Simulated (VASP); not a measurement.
Set up this calculation in VASP 6.6.1, as the native input.

* Task: relaxation of cell and atoms
* Functional: PBE
* Potentials or basis: VASP PAW PBE potentials, release 64 (Zr_sv, Zn, N)
* Cutoff: 600 eV
* k mesh: 6 × 6 × 2
* Occupations: gaussian, width 0.2 eV
* Spin: no spin polarisation
* Dipole correction: no
* Further INCAR settings: ALGO = Normal; EDIFF = 1e-06; IBRION = 2; EDIFFG = -0.08; NSW = 36; ISIF = 3

The structure of Zr2Zn2N lies in POSCAR:

```
Zr2Zn2N
1.0
    3.2500000000      0.0000000000      0.0000000000
   -1.6250000000      2.8145825600      0.0000000000
    0.0000000000      0.0000000000      8.1000000000
Zr Zn N
2 2 1
Direct
    0.3333333300      0.6666666700      0.1500000000
    0.6666666700      0.3333333300      0.8500000000
    0.3333333300      0.6666666700      0.6100000000
    0.6666666700      0.3333333300      0.3900000000
    0.0000000000      0.0000000000      0.0000000000
```

One way to write it, as run:

INCAR

```
PREC = Accurate
ENCUT = 600
EDIFF = 1E-6
ISMEAR = 0
SIGMA = 0.2
LREAL = F
LASPH = T
NELM = 100
ALGO = Normal
ISIF = 3
LWAVE = F
LCHARG = F
GGA = PE
IBRION = 2
NSW = 36
EDIFFG = -0.08
```

KPOINTS

```
Automatic mesh
0
Gamma
  6 6 2
```

Potentials or basis: VASP PAW PBE potentials, release 64 (Zr_sv, Zn, N).

Launch:

```bash
$ cat potpaw_PBE.64/Zr_sv/POTCAR potpaw_PBE.64/Zn/POTCAR potpaw_PBE.64/N/POTCAR > POTCAR
$ mpirun -np 1 vasp_std > vasp.out
```

Results of the run:

```json
{
 "Relaxed volume": "16.36 Å³/atom",
 "Relaxed cell": "a = 3.272 Å, b = 3.272 Å, c = 8.824 Å, α = 90.00°, β = 90.00°, γ = 120.00°",
 "Space group after relaxing (to 0.1 Å)": "P-3m1 (No. 164)",
 "Energy gained by relaxing": "99.5 meV/atom",
 "Ionic steps": "11",
 "Pressure after relaxing": "0.0 GPa",
 "Largest force after relaxing": "0.054 eV/Å",
 "Band gap on the k mesh": "zero (an odd number of electrons rules out a gap without spin polarisation)"
}
```

Caveat: the k points lie up to 0.37 Å⁻¹ apart in the final cell, too coarse for converged energies and pressures of a metal; the relaxation stopped at a loose force limit of 0.08 eV/Å, so its end isn't a converged minimum.

Wall time 4.6 min on 1 thread of Intel(R) Xeon(R) 6975P-C (Granite Rapids), on a shared host, peak memory 0.25 GiB.
